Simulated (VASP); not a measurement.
# Mg (R-3m) in VASP: further runs

Runs on Mg. Level: PBEsol. Tasks: single point.

Everything below comes from runs of VASP 6.6.1. Logs are shortened: lines on timing, memory, paths and dates and some standing lists are left out, and cuts for length are marked.

**1. The cell of the first run**

Symmetry: R-3m, No. 166, trigonal system. The conventional cell has a = 4.328 Å, b = 4.328 Å, c = 10.602 Å, α = 90.00°, β = 90.00°, γ = 120.00°. Mg (site symmetry 3m) has 4 Mg at 2.57 to 2.92 Å within 3.4 Å.

**2. Single point, PBEsol (shortest bond scaled by 1.1)**

The input, INCAR:

```
SYSTEM = Mg
  PREC = Accurate
  ENCUT = 520
  EDIFF = 1E-7
  ISMEAR = -1
  SIGMA = 0.05
  LREAL = .False.
  LASPH = .True.
  NELM = 100
  ALGO = Normal
  ISIF = 2
  LWAVE = .False.
  LCHARG = .True.
  GGA = PS
  LELF = .True.
  LVHAR = .True.
  NBANDS = 9
```

The input, KPOINTS:

```
regular mesh
0
Gamma
  9 9 9
  0 0 0
```

The input, POSCAR:

```
Mg
1.0
    0.0000000000      3.0606187252      3.0606187252
    3.0606187252      0.0000000000      3.0606187252
    3.0606187252      3.0606187252      0.0000000000
Mg
2
Direct
   -0.0875000000     -0.1375000000     -0.1375000000
    0.0875000000      0.1375000000      0.1375000000
```

Potentials or basis: VASP PAW PBE potentials, release 64 (Mg).

Started as:

```bash
cat potpaw_PBE.64/Mg/POTCAR > POTCAR
mpirun -np 1 vasp_std > vasp.out
```

OUTCAR:

```text
SYSTEM = Mg
   PREC = Accurate
   ENCUT = 520
   EDIFF = 1E-7
   ISMEAR = -1
   LREAL = .False.
   LASPH = .True.
   NELM = 100
   ISIF = 2
   GGA = PS

 ion  position               nearest neighbor table
   1  0.913  0.862  0.862-   2 2.57   2 2.57   2 2.57   2 2.92
   2  0.087  0.138  0.138-   1 2.57   1 2.57   1 2.57   1 2.92

  LATTYP: Found a face centered cubic cell.
 ALAT       =     6.1212374504

  Lattice vectors:

 A1 = (   0.0000000000,   3.0606187252,   3.0606187252)
 A2 = (   3.0606187252,   0.0000000000,   3.0606187252)
 A3 = (   3.0606187252,   3.0606187252,   0.0000000000)

Analysis of symmetry for initial positions (statically):
=====================================================================
 Subroutine PRICEL returns:
 Original cell was already a primitive cell.

 Routine SETGRP: Setting up the symmetry group for a
 face centered cubic supercell.

 Subroutine GETGRP returns: Found 12 space group operations
 (whereof  4 operations were pure point group operations)
 out of a pool of 48 trial point group operations.

The static configuration has the point symmetry C_2h.
 The point group associated with its full space group is D_3d.

Analysis of symmetry for dynamics (positions and initial velocities):
=====================================================================
 Subroutine PRICEL returns:
 Original cell was already a primitive cell.

 Routine SETGRP: Setting up the symmetry group for a
 face centered cubic supercell.

 Subroutine GETGRP returns: Found 12 space group operations
 (whereof  4 operations were pure point group operations)
 out of a pool of 48 trial point group operations.

The dynamic configuration has the point symmetry C_2h.
 The point group associated with its full space group is D_3d.

 Subroutine INISYM returns: Found 12 space group operations
 (whereof  4 operations are pure point group operations),
 and found     1 'primitive' translations

----------------------------------------------------------------------------------------

                                     Primitive cell

  volume of cell :      57.3400

  direct lattice vectors                    reciprocal lattice vectors
     0.000000000  3.060618725  3.060618725    -0.163365661  0.163365661  0.163365661
     3.060618725  0.000000000  3.060618725     0.163365661 -0.163365661  0.163365661
     3.060618725  3.060618725  0.000000000     0.163365661  0.163365661 -0.163365661

  length of vectors
     4.328368510  4.328368510  4.328368510     0.282957624  0.282957624  0.282957624

  position of ions in fractional coordinates (direct lattice)
     0.912500000  0.862500000  0.862500000
     0.087500000  0.137500000  0.137500000

  ion indices of the primitive-cell ions
   primitive index   ion index
                 1           1
                 2           2

----------------------------------------------------------------------------------------

 KPOINTS: regular mesh

Automatic generation of k-mesh.
 Grid dimensions read from file:
 generate k-points for:    9    9    9

 Generating k-lattice:

  Cartesian coordinates                     Fractional coordinates (reciprocal lattice)
    -0.018151740  0.018151740  0.018151740     0.111111111  0.000000000  0.000000000
     0.018151740 -0.018151740  0.018151740     0.000000000  0.111111111  0.000000000
     0.018151740  0.018151740 -0.018151740     0.000000000  0.000000000  0.111111111

  Length of vectors
     0.031439736  0.031439736  0.031439736

  Shift w.r.t. Gamma in fractional coordinates (k-lattice)
     0.000000000  0.000000000  0.000000000

 Subroutine IBZKPT returns following result:
 ===========================================

 Found     85 irreducible k-points:

 Following reciprocal coordinates:
            Coordinates               Weight
  0.000000  0.000000  0.000000      1.000000
  0.111111  0.000000  0.000000      2.000000
  0.000000  0.111111  0.000000      6.000000
  0.222222  0.000000  0.000000      2.000000
  0.000000  0.222222  0.000000      6.000000
  0.333333  0.000000  0.000000      2.000000
[... 16 lines left out ...]
 -0.333333  0.111111  0.000000      6.000000
  0.000000 -0.333333  0.111111     12.000000
 [... further k-points ...]
   k-points           NKPTS =     85   k-points in BZ     NKDIM =     85   number of bands    NBANDS=      9
   number of dos      NEDOS =    301   number of ions     NIONS =      2
   total plane-waves  NPLWV =  32768
   dimension x,y,z NGX =    32 NGY =   32 NGZ =   32
   dimension x,y,z NGXF=    64 NGYF=   64 NGZF=   64
   ions per type =               2
   NGX,Y,Z   is equivalent  to a cutoff of  12.29, 12.29, 12.29 a.u.
   NGXF,Y,Z  is equivalent  to a cutoff of  24.58, 24.58, 24.58 a.u.
 SYSTEM =  Mg
   PREC   = accura    normal or accurate (medium, high low for compatibility)
   ISTART =      0    job   : 0-new  1-cont  2-samecut
   ICHARG =      2    charge: 1-file 2-atom 10-const
   ISPIN  =      1    spin polarized calculation?
   LNONCOLLINEAR =      F non collinear calculations
   LSORBIT =      F    spin-orbit coupling
   LASPH  =      T    aspherical Exc in radial PAW
   ENCUT  =  520.0 eV  38.22 Ry    6.18 a.u.   8.05  8.05  8.05*2*pi/ulx,y,z
   NELM   =    100;   NELMIN=  2; NELMDL= -5     # of ELM steps
   EDIFF  = 0.1E-06   stopping-criterion for ELM
   LREAL  =      F    real-space projection
   EDIFFG = 0.1E-05   stopping-criterion for IOM
   NSW    =      0    number of steps for IOM
   IBRION =     -1    ionic relax: 0-MD 1-quasi-New 2-CG
   NFREE  =      0    steps in history (QN), initial steepest desc. (CG)
   ISIF   =      2    stress and relaxation
   ISYM   =      2    0-nonsym 1-usesym 2-fastsym
   POTIM  = 0.5000    time-step for ionic-motion
   TEBEG  =    0.0;   TEEND  =   0.0 temperature during run
   PSTRESS=    0.0 pullay stress
   NELECT =       4.0000    total number of electrons
   NUPDOWN=      -1.0000    fix difference up-down
   EMIN   =  10.00;   EMAX   =-10.00  energy-range for DOS
   EFERMI =   0.00;   METHOD = LEGACY
   ISMEAR =    -1;   SIGMA  =   0.05  broadening in eV -4-tet -1-fermi 0-gaus
   EFERMI_NEDOS =   21; number of points for ismear=-14 and -15
   IALGO  =     38    algorithm
   IMIX   =      4    mixing-type and parameters
     AMIX     =   0.40;   BMIX     =  1.00
     AMIX_MAG =   1.60;   BMIX_MAG =  1.00
  volume/ion in A,a.u.               =      28.67       193.47
  Fermi-wavevector in a.u.,A,eV,Ry     =   0.673921  1.273526  6.179350  0.454169
  Thomas-Fermi vector in A             =   1.750485
   LORBIT       =      0    0 simple, 1 ext, 2 COOP (PROOUT), +10 PAW based schemes
   GGA     = PS    functional components
   LHFCALC =     F    Hartree Fock is set to
   AEXX    =    0.0000 exact exchange contribution
   IVDW    =     0    specifies the selected vdW correction
   LEPSILON=     F    determine dielectric tensor
   LRPA    =     F    only Hartree local field effects (RPA)
 non-spin polarized calculation
  energy-cutoff  :      520.00
  volume of cell :       57.34
 maximum number of plane-waves:      1560
   NGX = 17   NGY = 17   NGZ = 17

 number of electron       4.0000000 magnetization

 Free energy of the ion-electron system (eV)
  ---------------------------------------------------
  ext. energy  EPLUGINS =         0.00000000
  ---------------------------------------------------
  free energy    TOTEN  =        -1.36427046 eV

  energy without entropy =       -1.35698593  energy(sigma->0) =       -1.36062819

 E-fermi :   1.3358     XC(G=0):  -7.7369

 val. band max:        1.2935872582   @ k =  -0.3333   0.4444   0.2222
 cond. band min:       1.3384353903   @ k =   0.0000  -0.2222   0.2222
 fundamental gap:      0.0448481322
 Fermi energy:         1.3358342873

 k-point     1 :       0.0000    0.0000    0.0000
  band No.  band energies     occupation
      1      -4.7010      2.00000
      2       5.2452      0.00000
      3       5.2452      0.00000
      4       5.9270      0.00000
      5       6.2688      0.00000
      6       6.4573      0.00000
      7       6.4573      0.00000
      8       9.5049      0.00000
      9       9.5050      0.00000

 k-point     2 :       0.1111    0.0000    0.0000
  band No.  band energies     occupation
      1      -4.5578      2.00000
      2       4.2597      0.00000
      3       4.9910      0.00000
      4       4.9910      0.00000
      5       6.7950      0.00000
      6       6.7950      0.00000
      7       7.0028      0.00000
      8       9.0311      0.00000
      9       9.0311      0.00000

 k-point     3 :       0.0000    0.1111    0.0000
  band No.  band energies     occupation
      1      -4.5558      2.00000
      2       4.0412      0.00000
      3       4.9581      0.00000
      4       5.4022      0.00000
      5       6.6745      0.00000
      6       6.9165      0.00000
      7       6.9900      0.00000
      8       8.8909      0.00000
      9       8.9085      0.00000

 k-point     4 :       0.2222    0.0000    0.0000
  band No.  band energies     occupation
      1      -4.1324      2.00000
      2       2.3491      0.00000
      3       4.6444      0.00000
      4       4.6444      0.00000
      5       6.9245      0.00000
      6       6.9245      0.00000
      7       6.9838      0.00000
      8       9.0342      0.00000
      9       9.0342      0.00000
[... 205 lines left out ...]
 k-point    22 :       0.1111    0.0000   -0.4444
  band No.  band energies     occupation
      1      -2.1358      2.00000
      2      -1.0998      2.00000
      3       3.4823      0.00000
      4       3.9428      0.00000
      5       5.7498      0.00000
      6       6.9213      0.00000
      7       7.4983      0.00000
      8       9.4182      0.00000
      9      11.0954      0.00000

 k-point    23 :      -0.3333    0.1111    0.0000
  band No.  band energies     occupation
      1      -3.0395      2.00000
      2       0.2285      2.00000
      3       3.1566      0.00000
      4       4.3900      0.00000
      5       6.2169      0.00000
      6       6.5693      0.00000
      7       7.5415      0.00000
      8       9.5602      0.00000
      9       9.7399      0.00000

 k-point    24 :       0.0000   -0.3333    0.1111
  band No.  band energies     occupation
      1      -2.9978      2.00000
      2       0.1069      2.00000
      3       3.1436      0.00000
      4       4.6486      0.00000
      5       6.2443      0.00000
      6       6.7044      0.00000
      7       7.3826      0.00000
      8       9.5585      0.00000
      9       9.7690      0.00000

 [... further k-points ...]
[... 5 lines left out ...]
  --------------------------------------------------------------------------------------
  -------------------------------------------------------------------------------------
  Total        2.5263581      2.5263581      2.5263581      1.1951419     -1.1951419      1.1951419
  in kB       70.5907504     70.5907504     70.5907504     33.3943011    -33.3943011     33.3943011
  external PRESSURE =      70.5907504 kB  Pullay stress =       0.0000000 kB

 VOLUME and BASIS-vectors are now :
 -----------------------------------------------------------------------------
  energy-cutoff  :      520.00
  volume of cell :       57.34
      direct lattice vectors                 reciprocal lattice vectors
     0.000000000  3.060618725  3.060618725    -0.163365661  0.163365661  0.163365661
     3.060618725  0.000000000  3.060618725     0.163365661 -0.163365661  0.163365661
     3.060618725  3.060618725  0.000000000     0.163365661  0.163365661 -0.163365661

 POSITION                                       TOTAL-FORCE (eV/Angst)
 -----------------------------------------------------------------------------------
      5.27957      5.43260      5.43260         0.340469     -0.340469     -0.340469
      0.84167      0.68864      0.68864        -0.340469      0.340469      0.340469
 -----------------------------------------------------------------------------------
    total drift:                               -0.000000     -0.000000      0.000000

  FREE ENERGIE OF THE ION-ELECTRON SYSTEM (eV)
  ---------------------------------------------------
  free  energy   TOTEN  =        -1.3642704561 eV

  energy  without entropy=       -1.3569859316  energy(sigma->0) =       -1.36062819
```

It took 18 s on 1 thread of Intel Xeon Platinum 8375C at 2.90GHz (Ice Lake), shared host; peak memory 0.19 GiB.

Results:

| Property | Result |
| --- | --- |
| Free energy | -1.3643 eV |
| Pressure | 7.1 GPa |
| Largest force | 0.590 eV/Å |
| Band gap on the k mesh | zero (bands 2 and 3 overlap by 4.84 eV) |

Forces on the atoms (eV/Å):
```
Mg   0.340 -0.340 -0.340
Mg  -0.340  0.340  0.340
```

Caveat: the cell differs from its parent crystal (shortest bond scaled by 1.1); the cell stands under pressure; the PAW data sets were made with another functional, which shifts forces and pressure a little.

**3. Single point, PBEsol (shortest bond scaled by 0.94)**

The input, INCAR:

```
PREC = Accurate
ENCUT = 520
EDIFF = 1E-7
ISMEAR = -1
SIGMA = 0.05
LREAL = F
LASPH = T
NELM = 100
ALGO = Normal
ISIF = 2
LWAVE = F
LCHARG = F
GGA = PS
NBANDS = 9
```

The input, KPOINTS:

```
regular mesh
0
Gamma
  9 9 9
```

The input, POSCAR:

```
Mg
1.0
    0.0000000000      3.0606187252      3.0606187252
    3.0606187252      0.0000000000      3.0606187252
    3.0606187252      3.0606187252      0.0000000000
Mg
2
Direct
   -0.1475000000     -0.1175000000     -0.1175000000
    0.1475000000      0.1175000000      0.1175000000
```

Potentials or basis: VASP PAW PBE potentials, release 64 (Mg).

Started as:

```bash
cat potpaw_PBE.64/Mg/POTCAR > POTCAR
mpirun -np 1 vasp_std > vasp.out
```

OUTCAR:

```text
PREC = Accurate
   ENCUT = 520
   EDIFF = 1E-7
   ISMEAR = -1
   LREAL = F
   LASPH = T
   NELM = 100
   ISIF = 2
   GGA = PS

 ion  position               nearest neighbor table
   1  0.852  0.883  0.883-   2 2.49   2 2.71   2 2.71   2 2.71
   2  0.148  0.117  0.117-   1 2.49   1 2.71   1 2.71   1 2.71

  LATTYP: Found a face centered cubic cell.
 ALAT       =     6.1212374504

  Lattice vectors:

[... 463 lines left out ...]
  band No.  band energies     occupation
      1      -3.0195      2.00000
      2       0.1564      2.00000
      3       3.2117      0.00000
      4       4.4145      0.00000
      5       6.2049      0.00000
      6       6.7371      0.00000
      7       7.4534      0.00000
      8       9.5703      0.00000
      9       9.6400      0.00000

 [... further k-points ...]
[... 5 lines left out ...]
  --------------------------------------------------------------------------------------
  -------------------------------------------------------------------------------------
  Total        2.4627317      2.4627317      2.4627317     -0.9032976      0.9032976     -0.9032976
  in kB       68.8129213     68.8129213     68.8129213    -25.2396756     25.2396756    -25.2396756
  external PRESSURE =      68.8129213 kB  Pullay stress =       0.0000000 kB

 VOLUME and BASIS-vectors are now :
 -----------------------------------------------------------------------------
  energy-cutoff  :      520.00
  volume of cell :       57.34
      direct lattice vectors                 reciprocal lattice vectors
     0.000000000  3.060618725  3.060618725    -0.163365661  0.163365661  0.163365661
     3.060618725  0.000000000  3.060618725     0.163365661 -0.163365661  0.163365661
     3.060618725  3.060618725  0.000000000     0.163365661  0.163365661 -0.163365661

 POSITION                                       TOTAL-FORCE (eV/Angst)
 -----------------------------------------------------------------------------------
      5.40199      5.31017      5.31017        -0.456511      0.456511      0.456511
      0.71925      0.81106      0.81106         0.456511     -0.456511     -0.456511
 -----------------------------------------------------------------------------------
    total drift:                               -0.000000     -0.000000      0.000000

  FREE ENERGIE OF THE ION-ELECTRON SYSTEM (eV)
  ---------------------------------------------------
  free  energy   TOTEN  =        -1.4019485575 eV

  energy  without entropy=       -1.3944308003  energy(sigma->0) =       -1.39818968
```

stdout:

```text
POSCAR found type information on POSCAR Mg
 POSCAR found :  1 types and       2 ions
 scaLAPACK will be used
 -----------------------------------------------------------------------------
|                                                                             |
|                                                                             |
|     You enforced a specific xc type in the INCAR file but a different       |
|     I HOPE YOU KNOW WHAT YOU ARE DOING!                                     |
|                                                                             |
 -----------------------------------------------------------------------------

 LDA part: xc-table for (Slater+PW92), standard interpolation
 POSCAR, INCAR and KPOINTS ok, starting setup
 FFT: planning ... GRIDC
 FFT: planning ... GRID_SOFT
 FFT: planning ... GRID
 WAVECAR not read
 entering main loop
```

Run time: 18 s. Hardware: 1 thread of Intel Xeon Platinum 8375C at 2.90GHz (Ice Lake), shared host; peak memory 0.19 GiB.

What came out:

```yaml
Free_energy: -1.4019 eV
Pressure: 6.9 GPa
Largest_force: 0.791 eV/Å
Band_gap_on_the_k_mesh: zero (bands 2 and 3 overlap by 4.78 eV)
```

Forces in eV/Å, atoms in the order of the input:
```
Mg  -0.457  0.457  0.457
Mg   0.457 -0.457 -0.457
```

Stress tensor (GPa, compression positive):
```
 6.88 -2.52 -2.52
-2.52  6.88  2.52
-2.52  2.52  6.88
```

Levels at points of the mesh, in eV from the Fermi level:
```csv
k point,band 1,band 2,band 3,band 4,band 5,band 6,band 7
"(0.00, 0.00, 0.00)",-6.05,3.86,4.23,4.23,4.99,4.99,5.18
```

Caveat: the cell differs from its parent crystal (shortest bond scaled by 0.94); the cell stands under pressure; the PAW data sets were made with another functional, which shifts forces and pressure a little.

(Continued in part 2 of 2.)

The gap in the log of VASP goes by the Fermi energy; the results here count the filled bands.